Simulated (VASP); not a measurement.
# MgS (F-43m) in VASP: a series of runs

MgS is run at these levels: r2SCAN; tasks: single point.

Everything below comes from runs of VASP 6.6.1. Logs are shortened: lines on timing, memory, paths and dates and some standing lists are left out, and cuts for length are marked.

### Step 1. The cell of the first run

It takes space group F-43m (No. 216, cubic). Conventional cell: a = 5.662 Å, b = 5.662 Å, c = 5.662 Å, α = 90.00°, β = 90.00°, γ = 90.00°. Within 3.2 Å of Mg (site symmetry -43m) lie 4 S at 2.45 Å. S (site symmetry -43m) has 4 Mg at 2.45 Å within 3.2 Å.

### Step 2. Single point, r2SCAN

The input, POSCAR:

```
MgS
1.0
    0.0000000000      2.8308747667      2.8308747667
    2.8308747667      0.0000000000      2.8308747667
    2.8308747667      2.8308747667      0.0000000000
Mg S
1 1
Direct
    0.0000000000      0.0000000000      0.0000000000
    0.7500000000      0.7500000000      0.7500000000
```

The input, INCAR.step1:

```
SYSTEM = MgS
ALGO = Normal
EDIFF = 1E-4
ENCUT = 520
GGA = PE
ISMEAR = 0
LASPH = .True.
LCHARG = .False.
LREAL = .False.
LWAVE = .True.
NBANDS = 11
NELM = 60
PREC = Accurate
SIGMA = 0.01
```

The input, INCAR.step2:

```
SYSTEM = MgS
ALGO = Normal
EDIFF = 1E-6
ENCUT = 520
ISIF = 2
ISMEAR = 0
ISTART = 1
LASPH = .True.
LCHARG = .False.
LMIXTAU = .True.
LREAL = .False.
LWAVE = .False.
METAGGA = R2SCAN
NBANDS = 11
NELM = 60
PREC = Accurate
SIGMA = 0.01
```

The input, KPOINTS:

```
k-points
0
Gamma
  8 8 8
  0 0 0
```

Potentials or basis: VASP PAW PBE potentials, release 64 (Mg, S).

Command:

```bash
cat potpaw_PBE.64/Mg/POTCAR potpaw_PBE.64/S/POTCAR > POTCAR
cp INCAR.step1 INCAR
mpirun -np 1 vasp_std > vasp.out
cp INCAR.step2 INCAR
mpirun -np 1 vasp_std > vasp.out
```

OUTCAR:

```text
SYSTEM = MgS
   EDIFF = 1E-6
   ENCUT = 520
   ISIF = 2
   ISMEAR = 0
   ISTART = 1
   LASPH = .True.
   LREAL = .False.
   METAGGA = R2SCAN
   NELM = 60
   PREC = Accurate

 ion  position               nearest neighbor table
   1  0.000  0.000  0.000-   2 2.45   2 2.45   2 2.45   2 2.45
   2  0.750  0.750  0.750-   1 2.45   1 2.45   1 2.45   1 2.45

  LATTYP: Found a face centered cubic cell.
 ALAT       =     5.6617495334

  Lattice vectors:

 A1 = (   0.0000000000,   2.8308747667,   2.8308747667)
 A2 = (   2.8308747667,   0.0000000000,   2.8308747667)
 A3 = (   2.8308747667,   2.8308747667,   0.0000000000)

Analysis of symmetry for initial positions (statically):
=====================================================================
 Subroutine PRICEL returns:
 Original cell was already a primitive cell.

 Routine SETGRP: Setting up the symmetry group for a
 face centered cubic supercell.

 Subroutine GETGRP returns: Found 24 space group operations
 (whereof 24 operations were pure point group operations)
 out of a pool of 48 trial point group operations.

The static configuration has the point symmetry T_d .

Analysis of symmetry for dynamics (positions and initial velocities):
=====================================================================
 Subroutine PRICEL returns:
 Original cell was already a primitive cell.

 Routine SETGRP: Setting up the symmetry group for a
 face centered cubic supercell.

 Subroutine GETGRP returns: Found 24 space group operations
 (whereof 24 operations were pure point group operations)
 out of a pool of 48 trial point group operations.

The dynamic configuration has the point symmetry T_d .

 Subroutine INISYM returns: Found 24 space group operations
 (whereof 24 operations are pure point group operations),
 and found     1 'primitive' translations

----------------------------------------------------------------------------------------

                                     Primitive cell

  volume of cell :      45.3724

  direct lattice vectors                    reciprocal lattice vectors
     0.000000000  2.830874767  2.830874767    -0.176623850  0.176623850  0.176623850
     2.830874767  0.000000000  2.830874767     0.176623850 -0.176623850  0.176623850
     2.830874767  2.830874767  0.000000000     0.176623850  0.176623850 -0.176623850

  length of vectors
     4.003461488  4.003461488  4.003461488     0.305921482  0.305921482  0.305921482

  position of ions in fractional coordinates (direct lattice)
     0.000000000  0.000000000  0.000000000
     0.750000000  0.750000000  0.750000000

  ion indices of the primitive-cell ions
   primitive index   ion index
                 1           1
                 2           2

----------------------------------------------------------------------------------------

 KPOINTS: k-points

Automatic generation of k-mesh.
 Grid dimensions read from file:
 generate k-points for:    8    8    8

 Generating k-lattice:

  Cartesian coordinates                     Fractional coordinates (reciprocal lattice)
    -0.022077981  0.022077981  0.022077981     0.125000000  0.000000000  0.000000000
     0.022077981 -0.022077981  0.022077981     0.000000000  0.125000000  0.000000000
     0.022077981  0.022077981 -0.022077981     0.000000000  0.000000000  0.125000000

  Length of vectors
     0.038240185  0.038240185  0.038240185

  Shift w.r.t. Gamma in fractional coordinates (k-lattice)
     0.000000000  0.000000000  0.000000000

 Subroutine IBZKPT returns following result:
 ===========================================

 Found     29 irreducible k-points:

 Following reciprocal coordinates:
            Coordinates               Weight
  0.000000  0.000000  0.000000      1.000000
  0.125000  0.000000  0.000000      8.000000
  0.250000  0.000000  0.000000      8.000000
  0.375000  0.000000  0.000000      8.000000
  0.500000  0.000000  0.000000      4.000000
  0.125000  0.125000  0.000000      6.000000
[... 16 lines left out ...]
  0.500000  0.250000  0.125000     48.000000
 -0.375000  0.250000  0.125000     24.000000
 [... further k-points ...]
   k-points           NKPTS =     29   k-points in BZ     NKDIM =     29   number of bands    NBANDS=     11
   number of dos      NEDOS =    301   number of ions     NIONS =      2
   total plane-waves  NPLWV =  27000
   dimension x,y,z NGX =    30 NGY =   30 NGZ =   30
   dimension x,y,z NGXF=    60 NGYF=   60 NGZF=   60
   ions per type =               1   1
   NGX,Y,Z   is equivalent  to a cutoff of  12.46, 12.46, 12.46 a.u.
   NGXF,Y,Z  is equivalent  to a cutoff of  24.92, 24.92, 24.92 a.u.
 SYSTEM =  MgS
   PREC   = accura    normal or accurate (medium, high low for compatibility)
   ISTART =      1    job   : 0-new  1-cont  2-samecut
   ICHARG =      0    charge: 1-file 2-atom 10-const
   ISPIN  =      1    spin polarized calculation?
   LNONCOLLINEAR =      F non collinear calculations
   LSORBIT =      F    spin-orbit coupling
   LASPH  =      T    aspherical Exc in radial PAW
   ENCUT  =  520.0 eV  38.22 Ry    6.18 a.u.   7.44  7.44  7.44*2*pi/ulx,y,z
   NELM   =     60;   NELMIN=  2; NELMDL=  0     # of ELM steps
   EDIFF  = 0.1E-05   stopping-criterion for ELM
   LREAL  =      F    real-space projection
   EDIFFG = 0.1E-04   stopping-criterion for IOM
   NSW    =      0    number of steps for IOM
   IBRION =     -1    ionic relax: 0-MD 1-quasi-New 2-CG
   NFREE  =      0    steps in history (QN), initial steepest desc. (CG)
   ISIF   =      2    stress and relaxation
   ISYM   =      2    0-nonsym 1-usesym 2-fastsym
   POTIM  = 0.5000    time-step for ionic-motion
   TEBEG  =    0.0;   TEEND  =   0.0 temperature during run
   PSTRESS=    0.0 pullay stress
   NELECT =       8.0000    total number of electrons
   NUPDOWN=      -1.0000    fix difference up-down
   EMIN   =  10.00;   EMAX   =-10.00  energy-range for DOS
   EFERMI =   0.00;   METHOD = LEGACY
   ISMEAR =     0;   SIGMA  =   0.01  broadening in eV -4-tet -1-fermi 0-gaus
   EFERMI_NEDOS =   21; number of points for ismear=-14 and -15
   IALGO  =     38    algorithm
   IMIX   =      4    mixing-type and parameters
     AMIX     =   0.40;   BMIX     =  1.00
     AMIX_MAG =   1.60;   BMIX_MAG =  1.00
  volume/ion in A,a.u.               =      22.69       153.09
  Fermi-wavevector in a.u.,A,eV,Ry     =   0.917996  1.734761 11.465859  0.842717
  Thomas-Fermi vector in A             =   2.043028
   LORBIT       =      0    0 simple, 1 ext, 2 COOP (PROOUT), +10 PAW based schemes
   METAGGA = R2SCAN    functional components
   LHFCALC =     F    Hartree Fock is set to
   AEXX    =    0.0000 exact exchange contribution
   IVDW    =     0    specifies the selected vdW correction
   LEPSILON=     F    determine dielectric tensor
   LRPA    =     F    only Hartree local field effects (RPA)
 non-spin polarized calculation
 Gauss-broadening in eV      SIGMA  =   0.01
  energy-cutoff  :      520.00
  volume of cell :       45.37
 maximum number of plane-waves:      1243
 NGX is ok and might be reduce to    30
   NGX = 15   NGY = 15   NGZ = 15

 number of electron       8.0000001 magnetization

 Free energy of the ion-electron system (eV)
  ---------------------------------------------------
  ext. energy  EPLUGINS =         0.00000000
  ---------------------------------------------------
  free energy    TOTEN  =       -15.45067595 eV

  energy without entropy =      -15.45067595  energy(sigma->0) =      -15.45067595

 E-fermi :   0.8636     XC(G=0):  -8.7761

 val. band max:        0.7690102619   @ k =   0.0000   0.0000   0.0000
 cond. band min:       4.8983737486   @ k =   0.0000   0.0000   0.0000
 fundamental gap:      4.1293634867
 Fermi energy:         0.8635797631

 k-point     1 :       0.0000    0.0000    0.0000
  band No.  band energies     occupation
      1     -10.9699      2.00000
      2       0.7690      2.00000
      3       0.7690      2.00000
      4       0.7690      2.00000
      5       4.8984      0.00000
      6       9.3631      0.00000
      7       9.3631      0.00000
      8       9.3631      0.00000
      9      12.2243      0.00000
     10      12.2243      0.00000
     11      15.4731      0.00000

 k-point     2 :       0.1250    0.0000    0.0000
  band No.  band energies     occupation
      1     -10.8803      2.00000
      2       0.1115      2.00000
      3       0.7154      2.00000
      4       0.7154      2.00000
      5       5.5408      0.00000
      6       9.1838      0.00000
      7       9.5472      0.00000
      8       9.5472      0.00000
      9      11.7620      0.00000
     10      11.7620      0.00000
     11      14.6906      0.00000

 k-point     3 :       0.2500    0.0000    0.0000
  band No.  band energies     occupation
      1     -10.6487      2.00000
      2      -1.0689      2.00000
      3       0.5939      2.00000
      4       0.5939      2.00000
      5       6.4071      0.00000
      6       9.2335      0.00000
      7       9.5578      0.00000
      8       9.5578      0.00000
      9      11.8503      0.00000
     10      11.8503      0.00000
     11      13.8017      0.00000

 k-point     4 :       0.3750    0.0000    0.0000
  band No.  band energies     occupation
      1     -10.3904      2.00000
      2      -2.0181      2.00000
      3       0.4820      2.00000
      4       0.4820      2.00000
      5       6.5901      0.00000
      6       9.1633      0.00000
      7       9.1633      0.00000
      8       9.8039      0.00000
      9      13.2156      0.00000
     10      13.2156      0.00000
     11      13.8617      0.00000
[... 239 lines left out ...]
 k-point    22 :       0.3750    0.2500    0.1250
  band No.  band energies     occupation
      1     -10.4695      2.00000
      2      -1.2743      2.00000
      3      -0.0789      2.00000
      4       0.3904      2.00000
      5       7.0693      0.00000
      6       8.3947      0.00000
      7       8.9677      0.00000
      8      10.6640      0.00000
      9      11.1814      0.00000
     10      13.9081      0.00000
     11      16.0077      0.00000

 k-point    23 :       0.5000    0.2500    0.1250
  band No.  band energies     occupation
      1     -10.2552      2.00000
      2      -1.7921      2.00000
      3      -0.4258      2.00000
      4       0.2128      2.00000
      5       7.2986      0.00000
      6       8.1936      0.00000
      7       9.3501      0.00000
      8      10.4791      0.00000
      9      12.3907      0.00000
     10      15.1690      0.00000
     11      15.5890      0.00000

 k-point    24 :      -0.3750    0.2500    0.1250
  band No.  band energies     occupation
      1     -10.1602      2.00000
      2      -2.0165      2.00000
      3      -0.5272      2.00000
      4       0.1166      2.00000
      5       7.3551      0.00000
      6       7.9121      0.00000
      7      10.2337      0.00000
      8      10.2646      0.00000
      9      12.9774      0.00000
     10      14.4309      0.00000
     11      15.7780      0.00000

 [... further k-points ...]
[... 5 lines left out ...]
  --------------------------------------------------------------------------------------
  -------------------------------------------------------------------------------------
  Total       -0.0784381     -0.0784381     -0.0784381      0.0000000      0.0000000      0.0000000
  in kB       -2.7697841     -2.7697841     -2.7697841      0.0000000      0.0000000      0.0000000
  external PRESSURE =      -2.7697841 kB  Pullay stress =       0.0000000 kB

 VOLUME and BASIS-vectors are now :
 -----------------------------------------------------------------------------
  energy-cutoff  :      520.00
  volume of cell :       45.37
      direct lattice vectors                 reciprocal lattice vectors
     0.000000000  2.830874767  2.830874767    -0.176623850  0.176623850  0.176623850
     2.830874767  0.000000000  2.830874767     0.176623850 -0.176623850  0.176623850
     2.830874767  2.830874767  0.000000000     0.176623850  0.176623850 -0.176623850

 POSITION                                       TOTAL-FORCE (eV/Angst)
 -----------------------------------------------------------------------------------
      0.00000      0.00000      0.00000         0.000000     -0.000000      0.000000
      4.24631      4.24631      4.24631        -0.000000      0.000000     -0.000000
 -----------------------------------------------------------------------------------
    total drift:                                0.000003      0.000003      0.000003

  FREE ENERGIE OF THE ION-ELECTRON SYSTEM (eV)
  ---------------------------------------------------
  free  energy   TOTEN  =       -15.4506759498 eV

  energy  without entropy=      -15.4506759498  energy(sigma->0) =      -15.45067595
```

Wall time 74 s (1 thread of Intel Xeon 6975P-C, shared host); peak memory 0.17 GiB.

What came out:

```yaml
Free_energy: -15.4507 eV
Pressure: -0.3 GPa
Band_gap_on_the_k_mesh: 4.13 eV, direct
```

Caveat: the PAW data sets were made with another functional, which shifts forces and pressure a little.

### Step 3. Single point, r2SCAN (volume changed by +6%)

The input, POSCAR:

```
MgS
1.0
    0.0000000000      2.8863962108      2.8863962108
    2.8863962108      0.0000000000      2.8863962108
    2.8863962108      2.8863962108      0.0000000000
Mg S
1 1
Direct
    0.0000000000      0.0000000000      0.0000000000
    0.7500000000      0.7500000000      0.7500000000
```

The input, INCAR.step1:

```
SYSTEM = MgS
PREC = Accurate
ENCUT = 660
ISMEAR = 0
SIGMA = 0.01
LREAL = .FALSE.
LASPH = .TRUE.
NELM = 120
NBANDS = 15
GGA = PE
ALGO = Normal
EDIFF = 1E-5
LWAVE = .TRUE.
LCHARG = .FALSE.
GGA_COMPAT = .FALSE.
```

The input, INCAR.step2:

```
SYSTEM = MgS
PREC = Accurate
ENCUT = 660
EDIFF = 1E-6
ISMEAR = 0
SIGMA = 0.01
LREAL = .FALSE.
LASPH = .TRUE.
NELM = 120
ALGO = Normal
ISIF = 2
LWAVE = .FALSE.
LCHARG = .FALSE.
METAGGA = R2SCAN
LMIXTAU = .TRUE.
NBANDS = 15
ISTART = 1
GGA_COMPAT = .FALSE.
```

The input, KPOINTS:

```
Automatic mesh
0
G
  6 6 6
  0 0 0
```

Potentials or basis: VASP PAW PBE potentials, release 64 (Mg_sv, S).

Command:

```bash
cat potpaw_PBE.64/Mg_sv/POTCAR potpaw_PBE.64/S/POTCAR > POTCAR
cp INCAR.step1 INCAR
mpirun -np 1 vasp_std > vasp.out
cp INCAR.step2 INCAR
mpirun -np 1 vasp_std > vasp.out
```

OUTCAR:

```text
SYSTEM = MgS
   PREC = Accurate
   ENCUT = 660
   EDIFF = 1E-6
   ISMEAR = 0
   LREAL = .FALSE.
   LASPH = .TRUE.
   NELM = 120
   ISIF = 2
   METAGGA = R2SCAN
   ISTART = 1

 ion  position               nearest neighbor table
   1  0.000  0.000  0.000-   2 2.50   2 2.50   2 2.50   2 2.50
   2  0.750  0.750  0.750-   1 2.50   1 2.50   1 2.50   1 2.50

  LATTYP: Found a face centered cubic cell.
 ALAT       =     5.7727924216

  Lattice vectors:

 A1 = (   0.0000000000,   2.8863962108,   2.8863962108)
 A2 = (   2.8863962108,   0.0000000000,   2.8863962108)
 A3 = (   2.8863962108,   2.8863962108,   0.0000000000)

Analysis of symmetry for initial positions (statically):
=====================================================================
 Subroutine PRICEL returns:
 Original cell was already a primitive cell.

 Routine SETGRP: Setting up the symmetry group for a
 face centered cubic supercell.

 Subroutine GETGRP returns: Found 24 space group operations
 (whereof 24 operations were pure point group operations)
 out of a pool of 48 trial point group operations.

The static configuration has the point symmetry T_d .

Analysis of symmetry for dynamics (positions and initial velocities):
=====================================================================
 Subroutine PRICEL returns:
 Original cell was already a primitive cell.

 Routine SETGRP: Setting up the symmetry group for a
 face centered cubic supercell.

 Subroutine GETGRP returns: Found 24 space group operations
 (whereof 24 operations were pure point group operations)
 out of a pool of 48 trial point group operations.

The dynamic configuration has the point symmetry T_d .

 Subroutine INISYM returns: Found 24 space group operations
 (whereof 24 operations are pure point group operations),
 and found     1 'primitive' translations

----------------------------------------------------------------------------------------

                                     Primitive cell

[... 110 lines left out ...]
   LEPSILON=     F    determine dielectric tensor
   LRPA    =     F    only Hartree local field effects (RPA)
 non-spin polarized calculation
 Gauss-broadening in eV      SIGMA  =   0.01
  energy-cutoff  :      660.00
  volume of cell :       48.09
 maximum number of plane-waves:      1874
 NGX is ok and might be reduce to    36
   NGX = 17   NGY = 17   NGZ = 17

 number of electron      15.9999991 magnetization

 Free energy of the ion-electron system (eV)
  ---------------------------------------------------
  ext. energy  EPLUGINS =         0.00000000
  ---------------------------------------------------
  free energy    TOTEN  =       -15.47171761 eV

  energy without entropy =      -15.47171761  energy(sigma->0) =      -15.47171761

 E-fermi :   0.4666     XC(G=0):  -8.7195

 val. band max:        0.3252040421   @ k =   0.0000   0.0000   0.0000
 cond. band min:       4.1767934474   @ k =   0.0000   0.0000   0.0000
 fundamental gap:      3.8515894053
 Fermi energy:         0.4665578239

 k-point     1 :       0.0000    0.0000    0.0000
  band No.  band energies     occupation
      1     -76.4425      2.00000
      2     -41.5567      2.00000
      3     -41.5567      2.00000
      4     -41.5567      2.00000
      5     -11.2209      2.00000
      6       0.3252      2.00000
      7       0.3252      2.00000
      8       0.3252      2.00000
      9       4.1768      0.00000
     10       8.7911      0.00000
     11       8.7911      0.00000
     12       8.7911      0.00000
     13      11.6553      0.00000
     14      11.6553      0.00000
[... 257 lines left out ...]
      2     -41.5584      2.00000
      3     -41.5577      2.00000
      4     -41.5575      2.00000
      5     -10.4043      2.00000
      6      -2.0222      2.00000
      7      -1.1326      2.00000
      8      -0.8452      2.00000
      9       5.7311      0.00000
     10       7.6834      0.00000
     11      10.1745      0.00000
     12      10.1876      0.00000
     13      13.3691      0.00000
     14      14.6573      0.00000
     15      14.7229      0.00000

------------------------ aborting loop because EDIFF is reached ----------------------------------------

  FORCE on cell =-STRESS in cart. coord.  units (eV):
  Direction    XX          YY          ZZ          XY          YZ          ZX
  --------------------------------------------------------------------------------------
  -------------------------------------------------------------------------------------
  Total       -0.9856874     -0.9856874     -0.9856874     -0.0000000      0.0000000      0.0000000
  in kB      -32.8361301    -32.8361301    -32.8361301     -0.0000000      0.0000000      0.0000000
  external PRESSURE =     -32.8361301 kB  Pullay stress =       0.0000000 kB

 VOLUME and BASIS-vectors are now :
 -----------------------------------------------------------------------------
  energy-cutoff  :      660.00
  volume of cell :       48.09
      direct lattice vectors                 reciprocal lattice vectors
     0.000000000  2.886396211  2.886396211    -0.173226391  0.173226391  0.173226391
     2.886396211  0.000000000  2.886396211     0.173226391 -0.173226391  0.173226391
     2.886396211  2.886396211  0.000000000     0.173226391  0.173226391 -0.173226391

 POSITION                                       TOTAL-FORCE (eV/Angst)
 -----------------------------------------------------------------------------------
      0.00000      0.00000      0.00000        -0.000000     -0.000000     -0.000000
      4.32959      4.32959      4.32959         0.000000      0.000000      0.000000
 -----------------------------------------------------------------------------------
    total drift:                               -0.000000     -0.000000     -0.000000

  FREE ENERGIE OF THE ION-ELECTRON SYSTEM (eV)
  ---------------------------------------------------
  free  energy   TOTEN  =       -15.4717176088 eV

  energy  without entropy=      -15.4717176088  energy(sigma->0) =      -15.47171761
```

It used 130 s of CPU time on 1 thread of AMD EPYC 7R13 Processor (Zen 3) (shared host).

Results:

| Property | Result |
| --- | --- |
| Free energy | -15.4717 eV |
| Pressure | -3.3 GPa |
| Band gap on the k mesh | 3.85 eV, direct |

Caveat: the PAW data sets were made with another functional, which shifts forces and pressure a little.
